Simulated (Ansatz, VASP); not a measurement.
# TaGe3Ru in VASP and in Ansatz

```xyz
5
Lattice="4.4197 0.0000 0.0000 0.0000 4.4197 0.0000 0.0000 0.0000 4.4197" Properties=species:S:1:pos:R:3 pbc="T T T"
Ta    0.0000    0.0000    0.0000
Ge    2.2099    0.0000    0.0000
Ge    0.0000    2.2099    0.0000
Ge    0.0000    0.0000    2.2099
Ru    2.2099    2.2099    2.2099
```

Change from the starting cell: species swapped into the Sm3SnN type (Pm-3m, No. 221).

Alike in both runs: task relaxation of cell and atoms; functional PBE; k mesh 4 × 4 × 4; occupations gaussian, width 0.1 eV; no spin polarisation.

|  | VASP | Ansatz |
| --- | --- | --- |
| version | VASP 6.6.1 | Ansatz 0.2.0 |
| potentials or method | VASP PAW PBE potentials, release 64 (Ta_pv, Ge_d, Ru_pv), cutoff 600 eV | scalar-relativistic, plane waves, PAW |
| valence electrons in the cell | 67 | 71 |

```tsv
	VASP	Ansatz	Ansatz less VASP
gap on the k mesh at the Fermi level, each at its own relaxed structure (eV)	none	none	-
relaxed volume (Å³/atom)	23.64	23.60	-0.047
relaxed length of the cell vector where the two differ most in proportion (Å)	4.908	4.905	-0.0033
```

A gap of «none» marks a metal or a gap that the smearing closes. VASP's potentials hold 67 valence electrons a cell and Ansatz's 71, so a difference there can come from the potentials and not from the codes.

Neither program's run includes spin-orbit coupling. Noted on VASP's run: the volume moved by over 15 % at a fixed basis, so the end points are rough.
